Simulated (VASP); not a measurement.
Runs of VASP 6.6.1 on SrTiO3. The structure is that of space group Pm-3m (No. 221), or close to it. The cells are those of the table. 

| spin | cell | k mesh | smearing | gap on the mesh (eV) | pressure (GPa) | moment (μB) |
| --- | --- | --- | --- | --- | --- | --- |
| off | a = 4.064 Å, 5 atoms | 8 × 8 × 8 | gaussian 0.02 eV | 1.63 | (b) | - |
| off | a = 3.856 Å, 5 atoms | 8 × 8 × 8 | gaussian 0.02 eV | (a) | 12.8 | - |
| collinear, ferromagnetic start | a = 3.936 Å, 5 atoms | 4 × 4 × 4 | gaussian 0.1 eV | 1.79 | 0.7 | 0.00 |
| collinear, ferromagnetic start | a = 3.905 Å, 5 atoms | 4 × 4 × 4 | gaussian 0.1 eV | 1.84 | 5.0 | 0.00 |
| off | a = 3.975 Å, 5 atoms | 8 × 8 × 8 | gaussian 0.02 eV | 1.75 | -4.2 | - |
| off | a = 3.897 Å, 5 atoms | 8 × 8 × 8 | gaussian 0.02 eV | 1.87 | 6.2 | - |
| off | a = 4.014 Å, 5 atoms | 8 × 8 × 8 | gaussian 0.02 eV | 1.70 | -8.2 | - |
| off | a = 3.815 Å, 5 atoms | 8 × 8 × 8 | gaussian 0.02 eV | 1.98 | 20.5 | - |
| off | a = 3.772 Å, 5 atoms | 8 × 8 × 8 | gaussian 0.02 eV | 2.04 | 29.7 | - |
| off | a = 3.936 Å, 5 atoms | 8 × 8 × 8 | gaussian 0.02 eV | 1.81 | 0.6 | - |

Alike in all rows: task single point; level PBE; potentials or basis VASP PAW PBE potentials, release 64 (Sr_sv, Ti_sv, O); cutoff (eV) 520.

Problem. Fill in the values left out.

Solution. (a) 1.92; (b) -12.7.

A k mesh can miss the band edges, and the runs leave out spin-orbit coupling on Sr.
